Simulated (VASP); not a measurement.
# SiC (F-43m) in VASP: a series of runs, part 3 of 4

VASP 6.6.1. The steps go on from the part before.

**4. Elastic constants, PBE**

This run uses another cell than the first one, of 9.87 Å³/atom, 0.939 times its volume.

File INCAR:

```
SYSTEM = SiC
PREC = Accurate
ENCUT = 600
EDIFF = 1E-8
ISMEAR = 0
SIGMA = 0.01
LREAL = .False.
LASPH = .True.
NELM = 100
ALGO = Normal
ISIF = 3
LWAVE = .False.
LCHARG = .False.
GGA = PE
IBRION = 6
NFREE = 2
POTIM = 0.015
NSW = 1
```

File KPOINTS:

```
Automatic mesh
0
Gamma
  12 12 12
  0 0 0
```

File POSCAR:

```
SiC
1.0
    0.0000000000      2.1447611017      2.1447611017
    2.1447611017      0.0000000000      2.1447611017
    2.1447611017      2.1447611017      0.0000000000
Si C
1 1
Direct
    0.0000000000      0.0000000000      0.0000000000
    0.7500000000      0.7500000000      0.7500000000
```

Potentials or basis: VASP PAW PBE potentials, release 64 (Si, C).

Run with:

```bash
$ cat potpaw_PBE.64/Si/POTCAR potpaw_PBE.64/C/POTCAR > POTCAR
$ mpirun -np 1 vasp_std > vasp.out
```

OUTCAR:

```text
SYSTEM = SiC
   PREC = Accurate
   ENCUT = 600
   EDIFF = 1E-8
   ISMEAR = 0
   LREAL = .False.
   LASPH = .True.
   NELM = 100
   ISIF = 3
   GGA = PE
   IBRION = 6
   NFREE = 2
   POTIM = 0.015
   NSW = 1

 ion  position               nearest neighbor table
   1  0.000  0.000  0.000-   2 1.86   2 1.86   2 1.86   2 1.86
   2  0.750  0.750  0.750-   1 1.86   1 1.86   1 1.86   1 1.86

  LATTYP: Found a face centered cubic cell.
 ALAT       =     4.2895222034

  Lattice vectors:

 A1 = (   0.0000000000,   2.1447611017,   2.1447611017)
 A2 = (   2.1447611017,   0.0000000000,   2.1447611017)
 A3 = (   2.1447611017,   2.1447611017,   0.0000000000)

Analysis of symmetry for initial positions (statically):
=====================================================================
 Subroutine PRICEL returns:
 Original cell was already a primitive cell.

 Routine SETGRP: Setting up the symmetry group for a
 face centered cubic supercell.

 Subroutine GETGRP returns: Found 24 space group operations
 (whereof 24 operations were pure point group operations)
 out of a pool of 48 trial point group operations.

The static configuration has the point symmetry T_d .

Analysis of symmetry for dynamics (positions and initial velocities):
=====================================================================
 Subroutine PRICEL returns:
 Original cell was already a primitive cell.

 Routine SETGRP: Setting up the symmetry group for a
 face centered cubic supercell.

 Subroutine GETGRP returns: Found 24 space group operations
 (whereof 24 operations were pure point group operations)
 out of a pool of 48 trial point group operations.

The dynamic configuration has the point symmetry T_d .

 Subroutine INISYM returns: Found 24 space group operations
 (whereof 24 operations are pure point group operations),
 and found     1 'primitive' translations

----------------------------------------------------------------------------------------

                                     Primitive cell

  volume of cell :      19.7318

  direct lattice vectors                    reciprocal lattice vectors
     0.000000000  2.144761102  2.144761102    -0.233126197  0.233126197  0.233126197
     2.144761102  0.000000000  2.144761102     0.233126197 -0.233126197  0.233126197
     2.144761102  2.144761102  0.000000000     0.233126197  0.233126197 -0.233126197

  length of vectors
     3.033150238  3.033150238  3.033150238     0.403786418  0.403786418  0.403786418

  position of ions in fractional coordinates (direct lattice)
     0.000000000  0.000000000  0.000000000
     0.750000000  0.750000000  0.750000000

  ion indices of the primitive-cell ions
   primitive index   ion index
[... 231 lines left out ...]
--------------------------------------- Ionic step       15  -------------------------------------------

 number of electron       8.0000000 magnetization

------------------------ aborting loop because EDIFF is reached ----------------------------------------
[... 67 lines left out ...]
--------------------------------------- Ionic step       17  -------------------------------------------

 number of electron       7.9999999 magnetization

 Free energy of the ion-electron system (eV)
  ---------------------------------------------------
  ext. energy  EPLUGINS =         0.00000000
  ---------------------------------------------------
  free energy    TOTEN  =       -15.00372486 eV

  energy without entropy =      -15.00372486  energy(sigma->0) =      -15.00372486

 E-fermi :   8.7659     XC(G=0): -11.5649

 val. band max:        8.7195168955   @ k =   0.0000   0.0000   0.0000
 cond. band min:       9.9591363828   @ k =   0.5000   0.5000   0.0000
 fundamental gap:      1.2396194873
 Fermi energy:         8.7659313318

 k-point     1 :       0.0000    0.0000    0.0000
  band No.  band energies     occupation
      1      -7.1329      2.00000
      2       8.5752      2.00000
      3       8.6486      2.00000
      4       8.7195      2.00000
      5      15.4403      0.00000
      6      16.2673      0.00000
      7      16.2947      0.00000
      8      16.3238      0.00000
[... 243 lines left out ...]
 k-point    24 :      -0.4167    0.1667    0.0000
  band No.  band energies     occupation
      1      -3.0655      2.00000
      2       0.4363      2.00000
      3       5.4741      2.00000
      4       7.1148      2.00000
      5      13.9490      0.00000
      6      16.7489      0.00000
      7      17.4078      0.00000
      8      20.3067      0.00000

 [... further k-points ...]
[... 5 lines left out ...]
  --------------------------------------------------------------------------------------
  -------------------------------------------------------------------------------------
  Total        1.8173480      1.8238891      1.8238891      0.0000000     -0.1651423      0.0000000
  in kB      147.5645090    148.0956269    148.0956269      0.0000000    -13.4091801      0.0000000
  external PRESSURE =     147.9185876 kB  Pullay stress =       0.0000000 kB
[... 17 lines left out ...]
  FREE ENERGIE OF THE ION-ELECTRON SYSTEM (eV)
  ---------------------------------------------------
  free  energy   TOTEN  =       -15.0037248620 eV

  energy  without entropy=      -15.0037248620  energy(sigma->0) =      -15.00372486

 INTERNAL STRAIN TENSORS FROM STRAINED CELLS
 ============================================

 INTERNAL STRAIN TENSOR FOR ION    1 for displacements in x,y,z  (eV/Angst):
          X           Y           Z          XY          YZ          ZX
  --------------------------------------------------------------------------------
  x    -0.00000     0.00000    -0.00000    -0.00000   -11.01437     0.00000
  y     0.00000     0.00000    -0.00000     0.00000    -0.00000   -11.01456
  z     0.00000     0.00000    -0.00000   -11.01449     0.00000    -0.00000

 INTERNAL STRAIN TENSORS FROM DISPLACED ATOMS
 ============================================

 INTERNAL STRAIN TENSOR FOR ION    1 for displacements in x,y,z  (eV/Angst):
          X           Y           Z          XY          YZ          ZX
  --------------------------------------------------------------------------------
  x     0.00000    -0.00000    -0.00000     0.00000   -11.00650     0.00000
  y     0.00000     0.00000     0.00000     0.00000     0.00000   -11.00650
  z     0.00000     0.00000     0.00000   -11.00650     0.00000     0.00000

 INTERNAL STRAIN TENSOR FOR ION    2 for displacements in x,y,z  (eV/Angst):
          X           Y           Z          XY          YZ          ZX
  --------------------------------------------------------------------------------
  x     0.00000     0.00000     0.00000     0.00000    11.00733     0.00000
  y     0.00000     0.00000     0.00000     0.00000     0.00000    11.00733
  z     0.00000     0.00000     0.00000    11.00733     0.00000     0.00000

 Eigenvectors and eigenvalues of the dynamical matrix
 ----------------------------------------------------

   1 f  =   24.902779 THz   156.468778 2PiTHz  830.667311 cm-1   102.989574 meV
             X         Y         Z           dx          dy          dz
      0.000000  0.000000  0.000000     0.000000    0.547324    0.000000
      3.217142  3.217142  3.217142    -0.000000   -0.836920    0.000000
[... 21 lines left out ...]
   6 f/i=    0.000219 THz     0.001373 2PiTHz    0.007291 cm-1     0.000904 meV
             X         Y         Z           dx          dy          dz
      0.000000  0.000000  0.000000    -0.755400    0.360287    0.000000
      3.217142  3.217142  3.217142    -0.494012    0.235619    0.000000

--------------------------------------------------------------------------------------------------------

 ELASTIC MODULI CONTR FROM IONIC RELAXATION (kBar)
 Direction    XX          YY          ZZ          XY          YZ          ZX
 --------------------------------------------------------------------------------
 XX          -0.0000     -0.0000     -0.0000      0.0000     -0.0000      0.0000
 YY          -0.0000     -0.0000      0.0000      0.0000     -0.0000     -0.0000
 ZZ          -0.0000      0.0000     -0.0000     -0.0000     -0.0000      0.0000
 XY           0.0000      0.0000     -0.0000   -460.8135      0.0000      0.0000
 YZ          -0.0000     -0.0000     -0.0000      0.0000   -460.8135     -0.0000
 ZX           0.0000     -0.0000      0.0000      0.0000     -0.0000   -460.8135
 --------------------------------------------------------------------------------

 TOTAL ELASTIC MODULI (kBar)
 Direction    XX          YY          ZZ          XY          YZ          ZX
 --------------------------------------------------------------------------------
 XX        4246.0115   1670.7409   1670.7409     -0.0000     -0.0000      0.0000
 YY        1670.7409   4246.0115   1670.7409      0.0000     -0.0000     -0.0000
 ZZ        1670.7409   1670.7409   4246.0115     -0.0000      0.0000      0.0000
 XY          -0.0000      0.0000     -0.0000   2654.6345      0.0000      0.0000
 YZ          -0.0000     -0.0000      0.0000      0.0000   2654.6345     -0.0000
 ZX           0.0000     -0.0000      0.0000      0.0000     -0.0000   2654.6345
 --------------------------------------------------------------------------------
```

OSZICAR:

```text
N       E                     dE             d eps       ncg     rms          rms(c)
DAV:   1     0.917955781332E+01    0.91796E+01   -0.45901E+03  1184   0.957E+02
DAV:   2    -0.165987128263E+02   -0.25778E+02   -0.24952E+02  1696   0.122E+02
[... 181 lines left out ...]
DAV:   1    -0.150067654809E+02   -0.30406E-02   -0.14645E+00  4560   0.105E+01    0.349E-01
DAV:   2    -0.150045950661E+02    0.21704E-02   -0.11822E-02  6848   0.105E+00    0.153E-01
DAV:   3    -0.150037063133E+02    0.88875E-03   -0.35901E-03  5136   0.478E-01    0.269E-02
DAV:   4    -0.150037248287E+02   -0.18515E-04   -0.19975E-04  5536   0.136E-01    0.186E-02
DAV:   5    -0.150037248565E+02   -0.27756E-07   -0.42808E-06  6928   0.206E-02    0.171E-03
DAV:   6    -0.150037248633E+02   -0.68683E-08   -0.18657E-07  5432   0.406E-03    0.854E-04
DAV:   7    -0.150037248620E+02    0.13451E-08   -0.12957E-08  4464   0.108E-03
  17 F= -.15003725E+02 E0= -.15003725E+02  d E =-.143839E-14
```

stdout:

```text
POSCAR found type information on POSCAR SiC
 POSCAR found :  2 types and       2 ions
 scaLAPACK will be used
 LDA part: xc-table for (Slater+PW92), standard interpolation
 POSCAR, INCAR and KPOINTS ok, starting setup
 FFT: planning ... GRIDC
 FFT: planning ... GRID_SOFT
 FFT: planning ... GRID
 WAVECAR not read
 entering main loop
 Found     2 degrees of freedom:
 Adding 6 more for cell shape distortion
 Finite differences POTIM= 0.01500 DOF=   8
 bond charge predicted
 Finite differences progress:
 bond charge predicted
 Finite differences progress:
 bond charge predicted
 Finite differences progress:
 bond charge predicted
 Finite differences progress:
 bond charge predicted
 Finite differences progress:
 bond charge predicted
 Finite differences progress:
 bond charge predicted
 Finite differences progress:
 bond charge predicted
 Finite differences progress:
 bond charge predicted
 Finite differences progress:
 bond charge predicted
 Finite differences progress:
 bond charge predicted
 Finite differences progress:
 bond charge predicted
 Finite differences progress:
 bond charge predicted
 Finite differences progress:
 bond charge predicted
 Finite differences progress:
 bond charge predicted
 Finite differences progress:
 bond charge predicted
 Finite differences progress:
```

It took 3.8 min on 1 thread of Intel Xeon 6975P-C, shared host; peak memory 0.32 GiB.

What came out:

* Elastic constants C11, C12, C44: 425, 167, 265 GPa
* Voigt bulk modulus: 253 GPa
* Highest phonon frequency at Γ, LO-TO splitting left out: 831 cm⁻¹

Phonon frequencies in cm⁻¹ (negative: imaginary):
```tsv
q point	frequencies
(0.000, 0.000, 0.000)	0 0 0 831 831 831
```

Elastic tensor in Voigt notation (GPa, in the Cartesian axes of the cell as first typed):
```
425 167 167   0   0   0
167 425 167   0   0   0
167 167 425   0   0   0
  0   0   0 265   0   0
  0   0   0   0 265   0
  0   0   0   0   0 265
```

Clamped-ion elastic tensor (GPa):
```
425 167 167   0   0   0
167 425 167   0   0   0
167 167 425   0   0   0
  0   0   0 312   0   0
  0   0   0   0 312   0
  0   0   0   0   0 312
```

Caveat: the cell is under stress, which shifts elastic constants.

[end of part 3 of 4]
